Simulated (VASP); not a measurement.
# CuO in VASP: a series of runs, part 2 of 3

VASP 6.6.1. The steps go on from the part before.

**4. Single point, PBE**

This run uses another cell than the first one, of 11.20 Å³/atom, 1.064 times its volume.

INCAR reads:

```
SYSTEM = CuO
ALGO = Normal
EDIFF = 1E-6
ENCUT = 520
GGA = PE
ISIF = 2
ISMEAR = 0
LASPH = .True.
LCHARG = .False.
LREAL = .False.
LWAVE = .False.
NBANDS = 25
NELM = 100
PREC = Accurate
SIGMA = 0.1
```

KPOINTS reads:

```
k-points
0
Gamma
  14 14 8
  0 0 0
```

POSCAR reads:

```
CuO
1.0
    2.0814198443     -2.0824189970      0.1629647992
    2.0814198443      2.0824189970      0.1629647992
   -0.4035310904      0.0000000000      5.1352739957
Cu O
2 2
Direct
    0.0000000000      0.5000000000      0.0000000000
    0.5000000000      0.0000000000      0.5000000000
    0.5000828534      0.4999171466      0.2500000000
    0.4999171466      0.5000828534      0.7500000000
```

Potentials or basis: VASP PAW PBE potentials, release 64 (Cu, O).

The run is started by

```
cat potpaw_PBE.64/Cu/POTCAR potpaw_PBE.64/O/POTCAR > POTCAR
mpirun -np 1 vasp_std > vasp.out
```

OUTCAR:

```text
SYSTEM = CuO
   EDIFF = 1E-6
   ENCUT = 520
   GGA = PE
   ISIF = 2
   ISMEAR = 0
   LASPH = .True.
   LREAL = .False.
   NELM = 100
   PREC = Accurate

 ion  position               nearest neighbor table
   1  0.000  0.500  0.000-   3 1.96   4 1.96   4 1.96   3 1.96
   2  0.500  0.000  0.500-   4 1.96   3 1.96   4 1.96   3 1.96
   3  0.500  0.500  0.250-   2 1.96   1 1.96   2 1.96   1 1.96
   4  0.500  0.500  0.750-   1 1.96   2 1.96   2 1.96   1 1.96

  LATTYP: Found a base centered monoclinic cell.
 ALAT       =     4.1755795258
 B/A-ratio  =     0.9974275351
 C/A-ratio  =     1.2336262188
 COS(beta)  =    -0.0002834856

  Lattice vectors:

 A1 = (   2.0814198443,  -2.0824189970,   0.1629647992)
 A2 = (   2.0814198443,   2.0824189970,   0.1629647992)
 A3 = (  -0.4035310904,   0.0000000000,   5.1352739957)

Analysis of symmetry for initial positions (statically):
=====================================================================
 Subroutine PRICEL returns:
 Original cell was already a primitive cell.

 Routine SETGRP: Setting up the symmetry group for a
 base centered monoclinic supercell.

 Subroutine GETGRP returns: Found  4 space group operations
 (whereof  2 operations were pure point group operations)
 out of a pool of  4 trial point group operations.

The static configuration has the point symmetry S_2 .
 The point group associated with its full space group is C_2h.

Analysis of symmetry for dynamics (positions and initial velocities):
=====================================================================
 Subroutine PRICEL returns:
 Original cell was already a primitive cell.

 Routine SETGRP: Setting up the symmetry group for a
 base centered monoclinic supercell.

 Subroutine GETGRP returns: Found  4 space group operations
 (whereof  2 operations were pure point group operations)
 out of a pool of  4 trial point group operations.

The dynamic configuration has the point symmetry S_2 .
 The point group associated with its full space group is C_2h.

 Subroutine INISYM returns: Found  4 space group operations
 (whereof  2 operations are pure point group operations),
 and found     1 'primitive' translations

----------------------------------------------------------------------------------------

                                     Primitive cell

  volume of cell :      44.7904

  direct lattice vectors                    reciprocal lattice vectors
     2.081419844 -2.082418997  0.162964799     0.238751731 -0.240105378  0.018761170
     2.081419844  2.082418997  0.162964799     0.238751731  0.240105378  0.018761170
    -0.403531090  0.000000000  5.135273996    -0.015153282  0.000000000  0.193540828

  length of vectors
     2.948785339  2.948785339  5.151104382     0.339123816  0.339123816  0.194133135

  position of ions in fractional coordinates (direct lattice)
     1.000000000  0.500000000  0.000000000
     0.500000000  1.000000000  0.500000000
     0.500082853  0.499917147  0.250000000
     0.499917147  0.500082853  0.750000000

  ion indices of the primitive-cell ions
   primitive index   ion index
                 1           1
                 2           2
                 3           3
                 4           4

----------------------------------------------------------------------------------------

 KPOINTS: k-points

Automatic generation of k-mesh.
 Grid dimensions read from file:
 generate k-points for:   14   14    8

 Generating k-lattice:

  Cartesian coordinates                     Fractional coordinates (reciprocal lattice)
     0.017053695 -0.017150384  0.001340084     0.071428571 -0.000000000 -0.000000000
     0.017053695  0.017150384  0.001340084    -0.000000000  0.071428571 -0.000000000
    -0.001894160  0.000000000  0.024192603     0.000000000  0.000000000  0.125000000

  Length of vectors
     0.024223130  0.024223130  0.024266642

  Shift w.r.t. Gamma in fractional coordinates (k-lattice)
     0.000000000  0.000000000  0.000000000

 Subroutine IBZKPT returns following result:
 ===========================================

 Found    429 irreducible k-points:

 Following reciprocal coordinates:
            Coordinates               Weight
  0.000000  0.000000  0.000000      1.000000
  0.071429 -0.000000  0.000000      4.000000
  0.142857 -0.000000  0.000000      4.000000
  0.214286 -0.000000  0.000000      4.000000
  0.285714  0.000000  0.000000      4.000000
  0.357143 -0.000000  0.000000      4.000000
[... 16 lines left out ...]
  0.214286  0.142857  0.000000      4.000000
  0.285714  0.142857  0.000000      4.000000
 [... further k-points ...]
   k-points           NKPTS =    429   k-points in BZ     NKDIM =    429   number of bands    NBANDS=     25
   number of dos      NEDOS =    301   number of ions     NIONS =      4
   total plane-waves  NPLWV =  23040
   dimension x,y,z NGX =    24 NGY =   24 NGZ =   40
   dimension x,y,z NGXF=    48 NGYF=   48 NGZF=   80
   ions per type =               2   2
   NGX,Y,Z   is equivalent  to a cutoff of  13.53, 13.53, 12.91 a.u.
   NGXF,Y,Z  is equivalent  to a cutoff of  27.06, 27.06, 25.82 a.u.
 SYSTEM =  CuO
   PREC   = accura    normal or accurate (medium, high low for compatibility)
   ISTART =      0    job   : 0-new  1-cont  2-samecut
   ICHARG =      2    charge: 1-file 2-atom 10-const
   ISPIN  =      1    spin polarized calculation?
   LNONCOLLINEAR =      F non collinear calculations
   LSORBIT =      F    spin-orbit coupling
   LASPH  =      T    aspherical Exc in radial PAW
   ENCUT  =  520.0 eV  38.22 Ry    6.18 a.u.   5.48  5.48  9.58*2*pi/ulx,y,z
   NELM   =    100;   NELMIN=  2; NELMDL= -5     # of ELM steps
   EDIFF  = 0.1E-05   stopping-criterion for ELM
   LREAL  =      F    real-space projection
   EDIFFG = 0.1E-04   stopping-criterion for IOM
   NSW    =      0    number of steps for IOM
   IBRION =     -1    ionic relax: 0-MD 1-quasi-New 2-CG
   NFREE  =      0    steps in history (QN), initial steepest desc. (CG)
   ISIF   =      2    stress and relaxation
   ISYM   =      2    0-nonsym 1-usesym 2-fastsym
   POTIM  = 0.5000    time-step for ionic-motion
   TEBEG  =    0.0;   TEEND  =   0.0 temperature during run
   PSTRESS=    0.0 pullay stress
   NELECT =      34.0000    total number of electrons
   NUPDOWN=      -1.0000    fix difference up-down
   EMIN   =  10.00;   EMAX   =-10.00  energy-range for DOS
   EFERMI =   0.00;   METHOD = LEGACY
   ISMEAR =     0;   SIGMA  =   0.10  broadening in eV -4-tet -1-fermi 0-gaus
   EFERMI_NEDOS =   21; number of points for ismear=-14 and -15
   IALGO  =     38    algorithm
   IMIX   =      4    mixing-type and parameters
     AMIX     =   0.40;   BMIX     =  1.00
     AMIX_MAG =   1.60;   BMIX_MAG =  1.00
  volume/ion in A,a.u.               =      11.20        75.57
  Fermi-wavevector in a.u.,A,eV,Ry     =   1.493388  2.822095 30.343829  2.230209
  Thomas-Fermi vector in A             =   2.605795
   LORBIT       =      0    0 simple, 1 ext, 2 COOP (PROOUT), +10 PAW based schemes
   GGA     = PE    functional components
   LHFCALC =     F    Hartree Fock is set to
   AEXX    =    0.0000 exact exchange contribution
   IVDW    =     0    specifies the selected vdW correction
   LEPSILON=     F    determine dielectric tensor
   LRPA    =     F    only Hartree local field effects (RPA)
 non-spin polarized calculation
 Gauss-broadening in eV      SIGMA  =   0.10
  energy-cutoff  :      520.00
  volume of cell :       44.79
 maximum number of plane-waves:      1236
 NGX is ok and might be reduce to    24
   NGX = 11   NGY = 11   NGZ = 19

 number of electron      34.0000018 magnetization

 Free energy of the ion-electron system (eV)
  ---------------------------------------------------
  ext. energy  EPLUGINS =         0.00000000
  ---------------------------------------------------
  free energy    TOTEN  =       -19.73584798 eV

  energy without entropy =      -19.72295609  energy(sigma->0) =      -19.72940204

 E-fermi :   4.7752     XC(G=0): -11.2570

 val. band max:        4.7743158151   @ k =  -0.4286   0.4286   0.3750
 cond. band min:       4.7762494479   @ k =   0.3571  -0.0000   0.1250
 fundamental gap:      0.0019336328
 Fermi energy:         4.7752445479

 k-point     1 :       0.0000    0.0000    0.0000
  band No.  band energies     occupation
      1     -14.9484      2.00000
      2     -13.6548      2.00000
      3      -3.2353      2.00000
      4      -0.6014      2.00000
      5      -0.5962      2.00000
      6       1.0877      2.00000
[... 661 lines left out ...]
     24      17.5920      0.00000
     25      19.4692      0.00000

 [... further k-points ...]
[... 5 lines left out ...]
  --------------------------------------------------------------------------------------
  -------------------------------------------------------------------------------------
  Total        0.1545996      0.1638349      0.2711091      0.0000000      0.0000000     -0.0086402
  in kB        5.5301089      5.8604622      9.6977148      0.0000000      0.0000000     -0.3090629
  external PRESSURE =       7.0294286 kB  Pullay stress =       0.0000000 kB

 VOLUME and BASIS-vectors are now :
 -----------------------------------------------------------------------------
  energy-cutoff  :      520.00
  volume of cell :       44.79
      direct lattice vectors                 reciprocal lattice vectors
     2.081419844 -2.082418997  0.162964799     0.238751731 -0.240105378  0.018761170
     2.081419844  2.082418997  0.162964799     0.238751731  0.240105378  0.018761170
    -0.403531090  0.000000000  5.135273996    -0.015153282  0.000000000  0.193540828

 POSITION                                       TOTAL-FORCE (eV/Angst)
 -----------------------------------------------------------------------------------
      1.04071      1.04121      0.08148         0.000000      0.000000      0.000000
      0.83894     -1.04121      2.64912         0.000000      0.000000      0.000000
      1.98054     -0.00035      1.44678        -0.000000      0.000166     -0.000000
      1.77877      0.00035      4.01442         0.000000     -0.000166     -0.000000
 -----------------------------------------------------------------------------------
    total drift:                                0.000000     -0.000000     -0.000000

  FREE ENERGIE OF THE ION-ELECTRON SYSTEM (eV)
  ---------------------------------------------------
  free  energy   TOTEN  =       -19.7358479845 eV

  energy  without entropy=      -19.7229560945  energy(sigma->0) =      -19.72940204
```

OSZICAR:

```text
N       E                     dE             d eps       ncg     rms          rms(c)
DAV:   1     0.301685496677E+03    0.30169E+03   -0.16332E+04 22452   0.209E+03
DAV:   2     0.136814735080E+02   -0.28800E+03   -0.26516E+03 21743   0.392E+02
DAV:   3    -0.246767566841E+02   -0.38358E+02   -0.36325E+02 27243   0.159E+02
DAV:   4    -0.260418819526E+02   -0.13651E+01   -0.13577E+01 26441   0.318E+01
DAV:   5    -0.260712890388E+02   -0.29407E-01   -0.29392E-01 27549   0.412E+00    0.178E+01
DAV:   6    -0.236871153126E+02    0.23842E+01   -0.39257E+01 30701   0.153E+02    0.141E+01
DAV:   7    -0.196671096012E+02    0.40200E+01   -0.10993E+01 26348   0.116E+02    0.257E+00
DAV:   8    -0.197709220630E+02   -0.10381E+00   -0.15705E+00 22645   0.840E+00    0.162E+00
DAV:   9    -0.197409819239E+02    0.29940E-01   -0.61256E-02 32255   0.612E+00    0.537E-01
DAV:  10    -0.197366865614E+02    0.42954E-02   -0.14045E-02 31599   0.163E+00    0.376E-01
DAV:  11    -0.197358221236E+02    0.86444E-03   -0.82331E-03 33214   0.846E-01    0.632E-02
DAV:  12    -0.197358009232E+02    0.21200E-04   -0.44971E-04 28799   0.240E-01    0.326E-02
DAV:  13    -0.197358497674E+02   -0.48844E-04   -0.78820E-05 31632   0.945E-02    0.115E-02
DAV:  14    -0.197358482567E+02    0.15106E-05   -0.40392E-06 25376   0.596E-02    0.741E-03
DAV:  15    -0.197358479845E+02    0.27227E-06   -0.27585E-06 23079   0.156E-02
   1 F= -.19735848E+02 E0= -.19729402E+02  d E =-.128919E-01
```

Run time: 4.7 min. Hardware: 1 thread of Intel Xeon 6975P-C, shared host; peak memory 0.48 GiB.

Results:

| Item | Value |
| --- | --- |
| Free energy | -19.7358 eV |
| Pressure | 0.7 GPa |
| Band gap on the k mesh | zero (band 17 reaches 5.43 eV, above the bottom of band 18 at 4.25 eV) |

Stress tensor (GPa, compression positive):
```
 0.55  0.00 -0.03
 0.00  0.59  0.00
-0.03  0.00  0.97
```

Caveat: semilocal functionals often make such compounds metallic where correlation or magnetic order opens a gap, which also shifts bond lengths.

**5. Single point, PBE (volume scaled by 1.03, then relaxed in part)**

INCAR reads:

```
  PREC = Accurate
  ENCUT = 520
  EDIFF = 1E-7
  ISMEAR = 0
  SIGMA = 0.1
  LREAL = False
  LASPH = True
  NELM = 60
  ALGO = Normal
  ISIF = 2
  LWAVE = False
  LCHARG = False
  GGA = PE
  NBANDS = 25
```

KPOINTS reads:

```
Automatic mesh
0
Gamma
  14 14 8
```

POSCAR reads:

```
CuO
1.0
    2.1080960468     -2.1116105095      0.1651706885
    2.1080960468      2.1116105095      0.1651706885
   -0.4044294233      0.0000000000      5.1502030050
Cu O
2 2
Direct
    0.0000000000      0.5000000000      0.0000000000
    0.5000000000      0.0000000000      0.5000000000
    0.5000490404      0.4999509596      0.2500000000
    0.4999509596      0.5000490404      0.7500000000
```

The run is started by

```
cat potpaw_PBE.64/Cu/POTCAR potpaw_PBE.64/O/POTCAR > POTCAR
mpirun -np 1 vasp_std > vasp.out
```

Run time: 8.5 min. Hardware: 1 thread of AMD EPYC 7R43 (Zen 3), shared host; peak memory 0.45 GiB.

The run converged. Its results:

| Property | Result |
| --- | --- |
| Free energy | -19.7259 eV |
| Pressure | -3.2 GPa |
| Band gap on the k mesh | zero (band 17 reaches 5.07 eV, above the bottom of band 18 at 3.88 eV) |

Stress tensor (GPa, compression positive):
```
-3.32  0.00 -0.02
 0.00 -3.29  0.00
-0.02  0.00 -3.02
```

Levels at points of the mesh, in eV from the Fermi level:
| k point | band 14 | band 15 | band 16 | band 17 | band 18 | band 19 | band 20 | band 21 |
| --- | --- | --- | --- | --- | --- | --- | --- | --- |
| (0.00, 0.00, 0.00) | -2.24 | -2.20 | -1.81 | 0.65 | 0.65 | 1.30 | 6.03 | 7.15 |
| (0.50, 0.00, 0.00) | -1.81 | -1.53 | -1.45 | 0.20 | 0.46 | 3.85 | 5.70 | 6.25 |
| (0.50, 0.50, 0.00) | -2.29 | -1.60 | -1.19 | -1.19 | 1.06 | 2.22 | 7.22 | 9.57 |
| (0.00, 0.00, 0.50) | -2.17 | -1.51 | -1.51 | 0.11 | 0.11 | 3.36 | 3.36 | 11.51 |
| (0.50, 0.00, 0.50) | -2.26 | -1.96 | -1.78 | -0.22 | 0.65 | 4.37 | 5.74 | 8.15 |
| (0.50, 0.50, 0.50) | -1.81 | -1.40 | -1.40 | -0.54 | -0.54 | 4.05 | 4.05 | 10.06 |

Caveat: the cell differs from its parent crystal (volume scaled by 1.03, then relaxed in part); semilocal functionals often make such compounds metallic where correlation or magnetic order opens a gap, which also shifts bond lengths.

(Part 2 of 3 ends here.)
